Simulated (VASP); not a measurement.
# Cd (P6_3/mmc) in VASP: further runs

Cd is run at these levels: PBE; tasks: single point.

Program: VASP 6.6.1. These are calculated values, not measurements. Logs are shortened: lines on timing, memory, paths and dates and some standing lists are left out, and cuts for length are marked.

## 1. The cell of the first run

It takes space group P6_3/mmc (No. 194, hexagonal). The conventional cell has a = 3.015 Å, b = 3.015 Å, c = 5.828 Å, α = 90.00°, β = 90.00°, γ = 120.00°. Cd (site symmetry -6m2) has 12 Cd at 3.01 to 3.39 Å within 4.0 Å.

## 2. Single point, PBE

The input, INCAR:

```
SYSTEM = Cd
PREC = Accurate
ENCUT = 520
EDIFF = 1E-7
ISMEAR = 0
SIGMA = 0.1
LREAL = .FALSE.
LASPH = .TRUE.
NELM = 100
ALGO = Fast
ISIF = 2
LWAVE = .FALSE.
LCHARG = .FALSE.
GGA = PE
NBANDS = 19
```

The input, KPOINTS:

```
Automatic mesh
0
G
  18 18 8
  0 0 0
```

The input, POSCAR:

```
Cd
1.0
    3.0148494688      0.0000000000      0.0000000000
   -1.5074247344      2.6109362286      0.0000000000
    0.0000000000      0.0000000000      5.8276427072
Cd
2
Direct
    0.3333333333      0.6666666667      0.2500000000
    0.6666666667      0.3333333333      0.7500000000
```

Potentials or basis: VASP PAW PBE potentials, release 64 (Cd).

Command:

```
> cat potpaw_PBE.64/Cd/POTCAR > POTCAR
> mpirun -np 1 vasp_std > vasp.out
```

OUTCAR:

```text
SYSTEM = Cd
   PREC = Accurate
   ENCUT = 520
   EDIFF = 1E-7
   ISMEAR = 0
   LREAL = .FALSE.
   LASPH = .TRUE.
   NELM = 100
   ISIF = 2
   GGA = PE

 ion  position               nearest neighbor table
   1  0.333  0.667  0.250-   2 3.39   2 3.39   2 3.39   2 3.39   2 3.39   2 3.39
   2  0.667  0.333  0.750-   1 3.39   1 3.39   1 3.39   1 3.39   1 3.39   1 3.39

  LATTYP: Found a hexagonal cell.
 ALAT       =     3.0148494688
 C/A-ratio  =     1.9329796620

  Lattice vectors:

 A1 = (   3.0148494688,   0.0000000000,   0.0000000000)
 A2 = (  -1.5074247344,   2.6109362286,   0.0000000000)
 A3 = (   0.0000000000,   0.0000000000,   5.8276427072)

Analysis of symmetry for initial positions (statically):
=====================================================================
 Subroutine PRICEL returns:
 Original cell was already a primitive cell.

 Routine SETGRP: Setting up the symmetry group for a
 hexagonal supercell.

 Subroutine GETGRP returns: Found 24 space group operations
 (whereof 12 operations were pure point group operations)
 out of a pool of 24 trial point group operations.

The static configuration has the point symmetry D_3d.
 The point group associated with its full space group is D_6h.

Analysis of symmetry for dynamics (positions and initial velocities):
=====================================================================
 Subroutine PRICEL returns:
 Original cell was already a primitive cell.

 Routine SETGRP: Setting up the symmetry group for a
 hexagonal supercell.

 Subroutine GETGRP returns: Found 24 space group operations
 (whereof 12 operations were pure point group operations)
 out of a pool of 24 trial point group operations.

The dynamic configuration has the point symmetry D_3d.
 The point group associated with its full space group is D_6h.

 Subroutine INISYM returns: Found 24 space group operations
 (whereof 12 operations are pure point group operations),
 and found     1 'primitive' translations

----------------------------------------------------------------------------------------

                                     Primitive cell

  volume of cell :      45.8728

  direct lattice vectors                    reciprocal lattice vectors
     3.014849469  0.000000000  0.000000000     0.331691519  0.191502188  0.000000000
    -1.507424734  2.610936229  0.000000000     0.000000000  0.383004376  0.000000000
     0.000000000  0.000000000  5.827642707     0.000000000  0.000000000  0.171595969

[... 82 lines left out ...]
   NELM   =    100;   NELMIN=  2; NELMDL= -5     # of ELM steps
   EDIFF  = 0.1E-06   stopping-criterion for ELM
   LREAL  =      F    real-space projection
   EDIFFG = 0.1E-05   stopping-criterion for IOM
   NSW    =      0    number of steps for IOM
   IBRION =     -1    ionic relax: 0-MD 1-quasi-New 2-CG
   NFREE  =      0    steps in history (QN), initial steepest desc. (CG)
   ISIF   =      2    stress and relaxation
   ISYM   =      2    0-nonsym 1-usesym 2-fastsym
   POTIM  = 0.5000    time-step for ionic-motion
   TEBEG  =    0.0;   TEEND  =   0.0 temperature during run
   PSTRESS=    0.0 pullay stress
   NELECT =      24.0000    total number of electrons
   NUPDOWN=      -1.0000    fix difference up-down
   EMIN   =  10.00;   EMAX   =-10.00  energy-range for DOS
   EFERMI =   0.00;   METHOD = LEGACY
   ISMEAR =     0;   SIGMA  =   0.10  broadening in eV -4-tet -1-fermi 0-gaus
   EFERMI_NEDOS =   21; number of points for ismear=-14 and -15
   IALGO  =     68    algorithm
   IMIX   =      4    mixing-type and parameters
     AMIX     =   0.40;   BMIX     =  1.00
     AMIX_MAG =   1.60;   BMIX_MAG =  1.00
  volume/ion in A,a.u.               =      22.94       154.78
  Fermi-wavevector in a.u.,A,eV,Ry     =   1.319148  2.492829 23.676211  1.740152
  Thomas-Fermi vector in A             =   2.449067
   LORBIT       =      0    0 simple, 1 ext, 2 COOP (PROOUT), +10 PAW based schemes
   GGA     = PE    functional components
   LHFCALC =     F    Hartree Fock is set to
   AEXX    =    0.0000 exact exchange contribution
   IVDW    =     0    specifies the selected vdW correction
   LEPSILON=     F    determine dielectric tensor
   LRPA    =     F    only Hartree local field effects (RPA)
 non-spin polarized calculation
 RMM-DIIS sequential band-by-band and
 Gauss-broadening in eV      SIGMA  =   0.10
  energy-cutoff  :      520.00
  volume of cell :       45.87
 maximum number of plane-waves:      1270
 NGX is ok and might be reduce to    24
   NGX = 11   NGY = 11   NGZ = 21

 number of electron      23.9999993 magnetization

 Free energy of the ion-electron system (eV)
  ---------------------------------------------------
  ext. energy  EPLUGINS =         0.00000000
  ---------------------------------------------------
  free energy    TOTEN  =        -1.49553825 eV

  energy without entropy =       -1.49270050  energy(sigma->0) =       -1.49411937

 E-fermi :   2.6010     XC(G=0): -10.7087

 val. band max:        2.5743588367   @ k =   0.5000   0.0000   0.5000
 cond. band min:       2.6015051253   @ k =   0.2222   0.0556   0.1250
 fundamental gap:      0.0271462885
 Fermi energy:         2.6009672819

 k-point     1 :       0.0000    0.0000    0.0000
  band No.  band energies     occupation
      1      -7.1344      2.00000
      2      -6.9351      2.00000
      3      -6.5826      2.00000
      4      -6.5826      2.00000
      5      -6.5439      2.00000
      6      -6.5439      2.00000
[... 505 lines left out ...]
      6      -6.2623      2.00000
[... 11 lines left out ...]
     18      13.0484      0.00000
     19      14.1480      0.00000

 [... further k-points ...]

------------------------ aborting loop because EDIFF is reached ----------------------------------------

  FORCE on cell =-STRESS in cart. coord.  units (eV):
  Direction    XX          YY          ZZ          XY          YZ          ZX
  --------------------------------------------------------------------------------------
  -------------------------------------------------------------------------------------
  Total        0.0945430      0.0945430      0.0480214      0.0000000      0.0000000      0.0000000
  in kB        3.3020617      3.3020617      1.6772224      0.0000000      0.0000000      0.0000000
  external PRESSURE =       2.7604486 kB  Pullay stress =       0.0000000 kB

 VOLUME and BASIS-vectors are now :
 -----------------------------------------------------------------------------
  energy-cutoff  :      520.00
  volume of cell :       45.87
      direct lattice vectors                 reciprocal lattice vectors
     3.014849469  0.000000000  0.000000000     0.331691519  0.191502188  0.000000000
    -1.507424734  2.610936229  0.000000000     0.000000000  0.383004376  0.000000000
     0.000000000  0.000000000  5.827642707     0.000000000  0.000000000  0.171595969

 POSITION                                       TOTAL-FORCE (eV/Angst)
 -----------------------------------------------------------------------------------
     -0.00000      1.74062      1.45691         0.000000      0.000000     -0.000000
      1.50742      0.87031      4.37073        -0.000000      0.000000      0.000000
 -----------------------------------------------------------------------------------
    total drift:                               -0.000000      0.000000      0.000000

  FREE ENERGIE OF THE ION-ELECTRON SYSTEM (eV)
  ---------------------------------------------------
  free  energy   TOTEN  =        -1.4955382474 eV

  energy  without entropy=       -1.4927004991  energy(sigma->0) =       -1.49411937
```

OSZICAR:

```text
N       E                     dE             d eps       ncg     rms          rms(c)
DAV:   1     0.174710437825E+03    0.17471E+03   -0.13015E+04  7038   0.126E+03
DAV:   2     0.250054101849E+01   -0.17221E+03   -0.16600E+03  7323   0.331E+02
DAV:   3    -0.157713570523E+01   -0.40777E+01   -0.40699E+01  8053   0.581E+01
DAV:   4    -0.158421831155E+01   -0.70826E-02   -0.70821E-02  7685   0.229E+00
DAV:   5    -0.158424101721E+01   -0.22706E-04   -0.22706E-04  7720   0.125E-01    0.389E+00
RMM:   6    -0.149786604823E+01    0.86375E-01   -0.21842E-01  7072   0.424E+00    0.319E+00
RMM:   7    -0.149476854254E+01    0.30975E-02   -0.21623E-02  7335   0.110E+00    0.161E+00
RMM:   8    -0.149543311852E+01   -0.66458E-03   -0.41027E-03  7429   0.843E-01    0.101E-01
RMM:   9    -0.149550425021E+01   -0.71132E-04   -0.30859E-04  7637   0.167E-01    0.496E-02
RMM:  10    -0.149554101900E+01   -0.36769E-04   -0.11503E-04  7541   0.135E-01    0.244E-02
RMM:  11    -0.149553833025E+01    0.26887E-05   -0.13125E-05  7726   0.332E-02    0.309E-03
RMM:  12    -0.149553824738E+01    0.82877E-07   -0.42252E-07  7875   0.766E-03
   1 F= -.14955382E+01 E0= -.14941194E+01  d E =-.283775E-02
```

Run time: 41 s. Hardware: 1 thread of Intel Xeon 6975P-C (Granite Rapids), shared host; peak memory 0.25 GiB.

Results:

```
Free energy            : -1.4955 eV
Pressure               : 0.3 GPa
Band gap on the k mesh : zero (band 12 reaches 4.16 eV, above the bottom of band 13 at -0.29 eV)
```

Stress tensor (GPa, compression positive):
```
0.33 0.00 0.00
0.00 0.33 0.00
0.00 0.00 0.17
```

## 3. Single point, PBE

INCAR is that of step 2.

KPOINTS is that of step 2.

The input, POSCAR:

```
Cd
1.0
    3.0148485394      0.0000000000      0.0000000000
   -1.5074242697      2.6109354237      0.0000000000
    0.0000000000      0.0000000000      5.8276462882
Cd
2
Direct
    0.3333333333      0.6666666667      0.2500000000
    0.6666666667      0.3333333333      0.7500000000
```

Potentials or basis: VASP PAW PBE potentials, release 64 (Cd).

Command:

```
> cat potpaw_PBE.64/Cd/POTCAR > POTCAR
> mpirun -np 1 vasp_std > vasp.out
```

Wall time 41 s (1 thread of Intel Xeon 6975P-C (Granite Rapids), shared host); peak memory 0.26 GiB.

It converged, with:

```yaml
Free_energy: -1.4955 eV
Pressure: 0.3 GPa
Band_gap_on_the_k_mesh: zero (band 12 reaches 4.16 eV, above the bottom of band 13 at -0.29 eV)
```

Stress tensor (GPa, compression positive):
```
0.33 0.00 0.00
0.00 0.33 0.00
0.00 0.00 0.17
```

Levels at points of the mesh, in eV from the Fermi level:
| k point | band 10 | band 11 | band 12 | band 13 | band 14 | band 15 |
| --- | --- | --- | --- | --- | --- | --- |
| (0.00, 0.00, 0.00) | -8.49 | -8.49 | -3.36 | -2.89 | 9.54 | 13.66 |
| (0.50, 0.00, 0.00) | -8.21 | -2.15 | -1.76 | 1.71 | 2.72 | 2.95 |
| (0.00, 0.00, 0.50) | -8.58 | -7.13 | -7.13 | 3.14 | 3.14 | 14.68 |
| (0.50, 0.00, 0.50) | -8.21 | -1.39 | -1.39 | -0.03 | -0.03 | 7.52 |
